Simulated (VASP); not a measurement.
Write the native input for VASP 6.6.1 that does the following.

```yaml
Task: relaxation of cell and atoms
Functional: PBE
Potentials_or_basis: VASP PAW PBE potentials, release 64 (Ge_d, F)
Cutoff: 600 eV
k_mesh: 12 × 12 × 4
Occupations: gaussian, width 0.1 eV
Spin: no spin polarisation
Dipole_correction: no
Further_INCAR_settings: ALGO = Normal; EDIFF = 1e-06; IBRION = 2; EDIFFG = -0.01; NSW = 100; ISIF = 3
```

The structure of Ge3F2 lies in POSCAR:

```
Ge3F2
1.0
    3.3158530185      0.0000000000      0.0000000000
   -1.6579265092      2.8716129492      0.0000000000
    0.0000000000      0.0000000000     11.7394424151
Ge F
3 2
Direct
    0.3333333333      0.6666666667      0.9108456290
    0.6666666667      0.3333333333      0.0891543710
    0.0000000000      0.0000000000      0.5000000000
    0.3333333333      0.6666666667      0.3998007098
    0.6666666667      0.3333333333      0.6001992902
```

One way to write it, as run:

INCAR

```
SYSTEM = Ge3F2
ALGO     = Normal         ! electronic algorithm
EDIFF    = 1E-6           ! SCF threshold, eV
EDIFFG   = -0.01          ! ionic threshold
ENCUT    = 600            ! plane-wave cutoff, eV
GGA      = PE             ! functional
IBRION   = 2              ! ionic algorithm
ISIF     = 3              ! what is computed and relaxed
ISMEAR   = 0              ! smearing method
LASPH    = .True.         ! aspherical terms in the spheres
LCHARG   = .False.        ! write CHGCAR
LREAL    = .False.        ! projectors in reciprocal space
LWAVE    = .False.        ! write WAVECAR
NELM     = 100            ! most SCF steps
NSW      = 100            ! ionic steps
PREC     = Accurate       ! precision mode
SIGMA    = 0.1            ! smearing width, eV
```

KPOINTS

```
k-points
0
Gamma
  12 12 4
  0 0 0
```

Potentials or basis: VASP PAW PBE potentials, release 64 (Ge_d, F).

Command:

```bash
$ cat potpaw_PBE.64/Ge_d/POTCAR potpaw_PBE.64/F/POTCAR > POTCAR
$ mpirun -np 1 vasp_std > vasp.out
```

Results of the run:

```
Relaxed volume                        : 22.24 Å³/atom
Relaxed cell                          : a = 3.300 Å, b = 3.300 Å, c = 11.792 Å, α = 90.00°, β = 90.00°, γ = 120.00°
Space group after relaxing (to 0.1 Å) : P-3m1 (No. 164)
Energy gained by relaxing             : 0.2 meV/atom
Ionic steps                           : 11
Pressure after relaxing               : 0.0 GPa
Largest force after relaxing          : 0.007 eV/Å
Band gap on the k mesh                : zero (bands 28 and 29 overlap by 2.51 eV)
```

Run time: 16 min on 1 thread of AMD EPYC 9R45 (Zen 5), with other jobs on the host, peak memory 0.4 GiB.
